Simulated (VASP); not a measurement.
Write the native input for VASP 6.6.1 that does the following.

- Task: electric field gradients
- Functional: PBE
- Potentials or basis: VASP PAW PBE potentials, release 64 (Si, Mo_sv)
- Cutoff: 520 eV
- k mesh: 16 × 16 × 16
- Occupations: fermi-dirac, width 0.05 eV
- Spin: no spin polarisation
- Dipole correction: no
- Further INCAR settings: ALGO = Normal; EDIFF = 1e-08; NBANDS = 18

The structure of Si2Mo lies in POSCAR:

```
Si2Mo
1.0
   -1.5998054742      1.5998054742      3.9194723555
    1.5998054742     -1.5998054742      3.9194723555
    1.5998054742      1.5998054742     -3.9194723555
Si Mo
2 1
Direct
    0.6651147117      0.6651147117      0.0000000000
    0.3348852883      0.3348852883      0.0000000000
    0.0000000000      0.0000000000      0.0000000000
```

These files were run (other wordings do the same):

INCAR

```
SYSTEM = Si2Mo
  PREC = Accurate
  ENCUT = 520
  EDIFF = 1E-8
  ISMEAR = -1
  SIGMA = 0.05
  LREAL = .False.
  LASPH = .True.
  NELM = 100
  ALGO = Normal
  ISIF = 2
  LWAVE = .False.
  LCHARG = .False.
  GGA = PE
  LEFG = .True.
  NBANDS = 18
```

KPOINTS

```
regular mesh
0
Gamma
  16 16 16
  0 0 0
```

Potentials or basis: VASP PAW PBE potentials, release 64 (Si, Mo_sv).

Run with:

```console
$ cat potpaw_PBE.64/Si/POTCAR potpaw_PBE.64/Mo_sv/POTCAR > POTCAR
$ mpirun -np 1 vasp_std > vasp.out
```

It gave:

```yaml
Pressure: 3.4 GPa
Largest_force: 0.007 eV/Å
Band_gap_on_the_k_mesh: zero (band 11 reaches 12.79 eV, above the bottom of band 12 at 11.82 eV)
```

Caveat: without QUAD_EFG the Cq values of the log hold for a quadrupole moment of 1 mb, not for the nuclei.

It took 3.7 min on 1 thread of Intel(R) Xeon(R) Platinum 8488C (Sapphire Rapids), with other jobs on the host, peak memory 0.38 GiB.
